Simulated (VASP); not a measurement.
Input of a VASP 6.6.1 run:

The input INCAR:

```
SYSTEM = SnO2
PREC = Accurate
ENCUT = 520
EDIFF = 1E-6
ISMEAR = 0
SIGMA = 0.05
LREAL = .FALSE.
LASPH = .TRUE.
NELM = 60
ALGO = Normal
ISIF = 2
LWAVE = .FALSE.
LCHARG = .TRUE.
GGA = PE
IVDW = 12
LELF = .TRUE.
LVHAR = .TRUE.
NBANDS = 35
```

KPOINTS

```
Automatic mesh
0
G
  12 12 4
  0 0 0
```

File POSCAR:

```
SnO2
1.0
    3.2115702651      0.0000000000      0.0000000000
   -1.6057851326      2.7813014356      0.0000000000
    0.0000000000      0.0000000000     11.8941694417
Sn O
2 4
Direct
    0.0000000000      0.0000000000      0.5000000000
    0.0000000000      0.0000000000      0.0000000000
    0.6666666667      0.3333333333      0.4018666787
    0.6666666667      0.3333333333      0.0981333213
    0.3333333333      0.6666666667      0.5981333213
    0.3333333333      0.6666666667      0.9018666787
```

Potentials or basis: VASP PAW PBE potentials, release 64 (Sn_d, O).

Command:

```sh
$ cat potpaw_PBE.64/Sn_d/POTCAR potpaw_PBE.64/O/POTCAR > POTCAR
$ mpirun -np 1 vasp_std > vasp.out
```

(1) Predict the pressure.

(2) What does it give for the band gap on the k mesh?

(3) What does it give for the dispersion energy per atom?

(4) Predict the largest force.

## Answers

(1) -8.5 GPa.

(2) 2.18 eV (least direct gap 2.44 eV).

(3) -0.143 eV.

(4) 1.762 eV/Å.

Caveat: the cell differs from its parent crystal (strain +0.1500 x Voigt [0, 0, 1, 0, 0, 0]); the stress differs along the axes, from -14 to -6 GPa; spin-orbit coupling is left out, which moves the levels of the heavy elements; forces of over 1 eV/Å act on the atoms, so gaps and moduli don't describe the material at rest.
